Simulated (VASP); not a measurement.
# Sb in VASP: a series of runs

The runs below take Sb through electric field gradients, with PBEsol.

Everything below comes from runs of VASP 6.6.1. Logs are shortened: lines on timing, memory, paths and dates and some standing lists are left out, and cuts for length are marked.

**1. The cell of the first run**

It takes space group Fm-3m (No. 225, cubic). The conventional cell has a = 4.625 Å, b = 4.625 Å, c = 4.625 Å, α = 90.00°, β = 90.00°, γ = 90.00°. Within 4.3 Å of Sb (site symmetry m-3m) lie 12 Sb at 3.27 Å.

**2. Electric field gradients, PBEsol (volume scaled by 1.01)**

INCAR reads:

```
PREC = Accurate ; ENCUT = 520
EDIFF = 1E-8 ; ISMEAR = -1
SIGMA = 0.03 ; LREAL = F
LASPH = T ; NELM = 100
ALGO = Normal ; ISIF = 2
LWAVE = F ; LCHARG = F
GGA = PS ; LEFG = T
NBANDS = 8
```

KPOINTS reads:

```
regular mesh
0
Gamma
  14 14 14
```

POSCAR reads:

```
Sb
1.0
    0.0000000000      2.3126578636      2.3126578636
    2.3126578636      0.0000000000      2.3126578636
    2.3126578636      2.3126578636      0.0000000000
Sb
1
Direct
    0.0000000000      0.0000000000      0.0000000000
```

Potentials or basis: VASP PAW PBE potentials, release 64 (Sb).

Launch:

```bash
> cat potpaw_PBE.64/Sb/POTCAR > POTCAR
> mpirun -np 1 vasp_std > vasp.out
```

OUTCAR:

```text
PREC = Accurate
   ENCUT = 520
   EDIFF = 1E-8
   ISMEAR = -1
   LREAL = F
   LASPH = T
   NELM = 100
   ISIF = 2
   GGA = PS

 ion  position               nearest neighbor table
   1  0.000  0.000  0.000-

  LATTYP: Found a face centered cubic cell.
 ALAT       =     4.6253157272

  Lattice vectors:

 A1 = (   0.0000000000,   2.3126578636,   2.3126578636)
 A2 = (   2.3126578636,   0.0000000000,   2.3126578636)
 A3 = (   2.3126578636,   2.3126578636,   0.0000000000)

Analysis of symmetry for initial positions (statically):
=====================================================================
 Subroutine PRICEL returns:
 Original cell was already a primitive cell.

 Routine SETGRP: Setting up the symmetry group for a
 face centered cubic supercell.

 Subroutine GETGRP returns: Found 48 space group operations
 (whereof 48 operations were pure point group operations)
 out of a pool of 48 trial point group operations.

The static configuration has the point symmetry O_h .

Analysis of symmetry for dynamics (positions and initial velocities):
=====================================================================
 Subroutine PRICEL returns:
 Original cell was already a primitive cell.

 Routine SETGRP: Setting up the symmetry group for a
 face centered cubic supercell.

 Subroutine GETGRP returns: Found 48 space group operations
 (whereof 48 operations were pure point group operations)
 out of a pool of 48 trial point group operations.

The dynamic configuration has the point symmetry O_h .

 Subroutine INISYM returns: Found 48 space group operations
 (whereof 48 operations are pure point group operations),
 and found     1 'primitive' translations

----------------------------------------------------------------------------------------

                                     Primitive cell

  volume of cell :      24.7380

  direct lattice vectors                    reciprocal lattice vectors
     0.000000000  2.312657864  2.312657864    -0.216201457  0.216201457  0.216201457
     2.312657864  0.000000000  2.312657864     0.216201457 -0.216201457  0.216201457
     2.312657864  2.312657864  0.000000000     0.216201457  0.216201457 -0.216201457

  length of vectors
     3.270592116  3.270592116  3.270592116     0.374471908  0.374471908  0.374471908

  position of ions in fractional coordinates (direct lattice)
     0.000000000  0.000000000  0.000000000

  ion indices of the primitive-cell ions
   primitive index   ion index
                 1           1

----------------------------------------------------------------------------------------

 KPOINTS: regular mesh

Automatic generation of k-mesh.
 Grid dimensions read from file:
 generate k-points for:   14   14   14

 Generating k-lattice:

  Cartesian coordinates                     Fractional coordinates (reciprocal lattice)
    -0.015442961  0.015442961  0.015442961     0.071428571  0.000000000  0.000000000
     0.015442961 -0.015442961  0.015442961     0.000000000  0.071428571  0.000000000
     0.015442961  0.015442961 -0.015442961     0.000000000  0.000000000  0.071428571

  Length of vectors
     0.026747993  0.026747993  0.026747993

  Shift w.r.t. Gamma in fractional coordinates (k-lattice)
     0.000000000  0.000000000  0.000000000

 Subroutine IBZKPT returns following result:
 ===========================================

 Found    104 irreducible k-points:

 Following reciprocal coordinates:
            Coordinates               Weight
  0.000000  0.000000  0.000000      1.000000
  0.071429  0.000000  0.000000      8.000000
  0.142857  0.000000  0.000000      8.000000
  0.214286  0.000000  0.000000      8.000000
  0.285714  0.000000  0.000000      8.000000
  0.357143  0.000000  0.000000      8.000000
[... 16 lines left out ...]
  0.214286  0.142857  0.000000     24.000000
  0.285714  0.142857  0.000000     24.000000
 [... further k-points ...]
   k-points           NKPTS =    104   k-points in BZ     NKDIM =    104   number of bands    NBANDS=      8
   number of dos      NEDOS =    301   number of ions     NIONS =      1
   total plane-waves  NPLWV =  13824
   dimension x,y,z NGX =    24 NGY =   24 NGZ =   24
   dimension x,y,z NGXF=    48 NGYF=   48 NGZF=   48
   ions per type =               1
   NGX,Y,Z   is equivalent  to a cutoff of  12.20, 12.20, 12.20 a.u.
   NGXF,Y,Z  is equivalent  to a cutoff of  24.40, 24.40, 24.40 a.u.
 SYSTEM =  unknown system
   PREC   = accura    normal or accurate (medium, high low for compatibility)
   ISTART =      0    job   : 0-new  1-cont  2-samecut
   ICHARG =      2    charge: 1-file 2-atom 10-const
   ISPIN  =      1    spin polarized calculation?
   LNONCOLLINEAR =      F non collinear calculations
   LSORBIT =      F    spin-orbit coupling
   LASPH  =      T    aspherical Exc in radial PAW
   ENCUT  =  520.0 eV  38.22 Ry    6.18 a.u.   6.08  6.08  6.08*2*pi/ulx,y,z
   NELM   =    100;   NELMIN=  2; NELMDL= -5     # of ELM steps
   EDIFF  = 0.1E-07   stopping-criterion for ELM
   LREAL  =      F    real-space projection
   EDIFFG = 0.1E-06   stopping-criterion for IOM
   NSW    =      0    number of steps for IOM
   IBRION =     -1    ionic relax: 0-MD 1-quasi-New 2-CG
   NFREE  =      0    steps in history (QN), initial steepest desc. (CG)
   ISIF   =      2    stress and relaxation
   ISYM   =      2    0-nonsym 1-usesym 2-fastsym
   POTIM  = 0.5000    time-step for ionic-motion
   TEBEG  =    0.0;   TEEND  =   0.0 temperature during run
   PSTRESS=    0.0 pullay stress
   NELECT =       5.0000    total number of electrons
   NUPDOWN=      -1.0000    fix difference up-down
   EMIN   =  10.00;   EMAX   =-10.00  energy-range for DOS
   EFERMI =   0.00;   METHOD = LEGACY
   ISMEAR =    -1;   SIGMA  =   0.03  broadening in eV -4-tet -1-fermi 0-gaus
   EFERMI_NEDOS =   21; number of points for ismear=-14 and -15
   IALGO  =     38    algorithm
   IMIX   =      4    mixing-type and parameters
     AMIX     =   0.40;   BMIX     =  1.00
     AMIX_MAG =   1.60;   BMIX_MAG =  1.00
  volume/ion in A,a.u.               =      24.74       166.94
  Fermi-wavevector in a.u.,A,eV,Ry     =   0.960749  1.815553 12.558713  0.923039
  Thomas-Fermi vector in A             =   2.090061
   LORBIT       =      0    0 simple, 1 ext, 2 COOP (PROOUT), +10 PAW based schemes
   GGA     = PS    functional components
   LHFCALC =     F    Hartree Fock is set to
   AEXX    =    0.0000 exact exchange contribution
   IVDW    =     0    specifies the selected vdW correction
   LEPSILON=     F    determine dielectric tensor
   LRPA    =     F    only Hartree local field effects (RPA)
 non-spin polarized calculation
  energy-cutoff  :      520.00
  volume of cell :       24.74
 maximum number of plane-waves:       678
   NGX = 13   NGY = 13   NGZ = 13

 number of electron       4.9999999 magnetization

 Free energy of the ion-electron system (eV)
  ---------------------------------------------------
  ext. energy  EPLUGINS =         0.00000000
  ---------------------------------------------------
  free energy    TOTEN  =        -4.27317460 eV

  energy without entropy =       -4.27018592  energy(sigma->0) =       -4.27168026

 E-fermi :   9.5547     XC(G=0): -10.7053

 val. band max:        9.5477205637   @ k =   0.5000   0.4286   0.0714
 cond. band min:       9.6161117472   @ k =   0.4286   0.3571   0.0000
 fundamental gap:      0.0683911835
 Fermi energy:         9.5547407546

 k-point     1 :       0.0000    0.0000    0.0000
  band No.  band energies     occupation
      1      -4.1128      2.00000
      2      15.4823      0.00000
      3      15.4823      0.00000
      4      15.4823      0.00000
      5      19.7614      0.00000
      6      19.8017      0.00000
      7      19.8017      0.00000
      8      19.8017      0.00000

 k-point     2 :       0.0714    0.0000    0.0000
  band No.  band energies     occupation
      1      -4.0033      2.00000
      2      14.3866      0.00000
      3      15.3213      0.00000
      4      15.3213      0.00000
      5      18.8319      0.00000
      6      20.0575      0.00000
      7      20.0575      0.00000
      8      21.4862      0.00000

 k-point     3 :       0.1429    0.0000    0.0000
  band No.  band energies     occupation
      1      -3.6756      2.00000
      2      12.2032      0.00000
      3      14.9423      0.00000
      4      14.9423      0.00000
      5      18.4092      0.00000
      6      20.6022      0.00000
      7      20.6022      0.00000
      8      22.4742      0.00000

 k-point     4 :       0.2143    0.0000    0.0000
  band No.  band energies     occupation
      1      -3.1326      2.00000
      2       9.8643      0.00007
      3      14.5089      0.00000
      4      14.5089      0.00000
      5      18.1585      0.00000
      6      20.5586      0.00000
      7      20.5586      0.00000
      8      21.9059      0.00000

 k-point     5 :       0.2857    0.0000    0.0000
  band No.  band energies     occupation
      1      -2.3832      2.00000
      2       7.6301      2.00000
      3      14.1195      0.00000
      4      14.1195      0.00000
      5      18.0400      0.00000
      6      19.9186      0.00000
      7      19.9186      0.00000
      8      20.8996      0.00000

 k-point     6 :       0.3571    0.0000    0.0000
  band No.  band energies     occupation
      1      -1.4544      2.00000
      2       5.6087      2.00000
      3      13.8209      0.00000
      4      13.8209      0.00000
      5      18.0531      0.00000
      6      19.3511      0.00000
      7      19.3511      0.00000
      8      20.0523      0.00000

 k-point     7 :       0.4286    0.0000    0.0000
  band No.  band energies     occupation
      1      -0.4499      2.00000
      2       3.9383      2.00000
      3      13.6351      0.00000
      4      13.6351      0.00000
      5      18.1760      0.00000
      6      18.9904      0.00000
      7      18.9904      0.00000
      8      19.4220      0.00000
[... 133 lines left out ...]
 k-point    20 :      -0.1429    0.0714    0.0000
  band No.  band energies     occupation
      1      -3.4214      2.00000
      2      11.4507      0.00000
      3      13.3585      0.00000
      4      15.3571      0.00000
      5      18.7133      0.00000
      6      20.2778      0.00000
      7      20.8613      0.00000
      8      21.4418      0.00000

 k-point    21 :      -0.0714    0.0714    0.0000
  band No.  band energies     occupation
      1      -3.8211      2.00000
      2      13.4996      0.00000
      3      14.1138      0.00000
      4      15.5295      0.00000
      5      18.6914      0.00000
      6      19.9935      0.00000
      7      20.6834      0.00000
      8      22.2273      0.00000

 k-point    22 :       0.1429    0.1429    0.0000
  band No.  band energies     occupation
      1      -3.5294      2.00000
      2      13.5439      0.00000
      3      13.5975      0.00000
      4      13.5975      0.00000
      5      16.9803      0.00000
      6      19.4268      0.00000
      7      22.1731      0.00000
      8      22.1731      0.00000

 k-point    23 :       0.2143    0.1429    0.0000
  band No.  band energies     occupation
      1      -3.1300      2.00000
      2      11.5370      0.00000
      3      13.0181      0.00000
      4      13.5578      0.00000
      5      16.9234      0.00000
      6      18.4490      0.00000
      7      22.3545      0.00000
      8      22.8438      0.00000

 k-point    24 :       0.2857    0.1429    0.0000
  band No.  band energies     occupation
      1      -2.5184      2.00000
      2       9.3382      1.99853
      3      12.5946      0.00000
      4      13.0330      0.00000
      5      16.8926      0.00000
      6      18.6403      0.00000
      7      22.1855      0.00000
      8      22.4957      0.00000

 [... further k-points ...]
[... 5 lines left out ...]
  --------------------------------------------------------------------------------------
  -------------------------------------------------------------------------------------
  Total        0.6552011      0.6552011      0.6552011      0.0000000     -0.0000000      0.0000000
  in kB       42.4346931     42.4346931     42.4346931      0.0000000     -0.0000000      0.0000000
  external PRESSURE =      42.4346931 kB  Pullay stress =       0.0000000 kB

 VOLUME and BASIS-vectors are now :
 -----------------------------------------------------------------------------
  energy-cutoff  :      520.00
  volume of cell :       24.74
      direct lattice vectors                 reciprocal lattice vectors
     0.000000000  2.312657864  2.312657864    -0.216201457  0.216201457  0.216201457
     2.312657864  0.000000000  2.312657864     0.216201457 -0.216201457  0.216201457
     2.312657864  2.312657864  0.000000000     0.216201457  0.216201457 -0.216201457

 POSITION                                       TOTAL-FORCE (eV/Angst)
 -----------------------------------------------------------------------------------
      0.00000      0.00000      0.00000         0.000000     -0.000000      0.000000
 -----------------------------------------------------------------------------------
    total drift:                                0.000000      0.000000      0.000000

  FREE ENERGIE OF THE ION-ELECTRON SYSTEM (eV)
  ---------------------------------------------------
  free  energy   TOTEN  =        -4.2731746032 eV

  energy  without entropy=       -4.2701859248  energy(sigma->0) =       -4.27168026

 Electric field gradients (V/A^2)
---------------------------------------------------------------------
 ion       V_xx      V_yy      V_zz      V_xy      V_xz      V_yz
---------------------------------------------------------------------
   1       0.000    -0.000    -0.000     0.000     0.000     0.000
---------------------------------------------------------------------

 Electric field gradients after diagonalization (V/A^2)
 (convention: |V_zz| > |V_xx| > |V_yy|)
----------------------------------------------------------------------
 ion       V_xx      V_yy      V_zz     asymmetry (V_yy - V_xx)/ V_zz
----------------------------------------------------------------------
   1      -0.000    -0.000     0.000       0.000
----------------------------------------------------------------------

           NMR quadrupolar parameters

 Cq : quadrupolar parameter    Cq=e*Q*V_zz/h
 eta: asymmetry parameters     (V_yy - V_xx)/ V_zz
 Q  : nuclear electric quadrupole moment in mb (millibarn)
----------------------------------------------------------------------
 ion       Cq(MHz)       eta       Q (mb)
----------------------------------------------------------------------
   1       0.000       0.000       1.000
----------------------------------------------------------------------
```

Run time: 6.2 s. Hardware: 1 thread of Intel Xeon 6975P-C (Granite Rapids), shared host; peak memory 0.14 GiB.

What came out:

| Property | Result |
| --- | --- |
| Free energy | -4.2732 eV |
| Pressure | 4.2 GPa |

Caveat: without QUAD_EFG the Cq values of the log hold for a quadrupole moment of 1 mb, not for the nuclei; the PAW data sets were made with another functional, which shifts forces and pressure a little; spin-orbit coupling is left out, which moves the levels of the heavy elements.

(Part 1 of 3 ends here.)
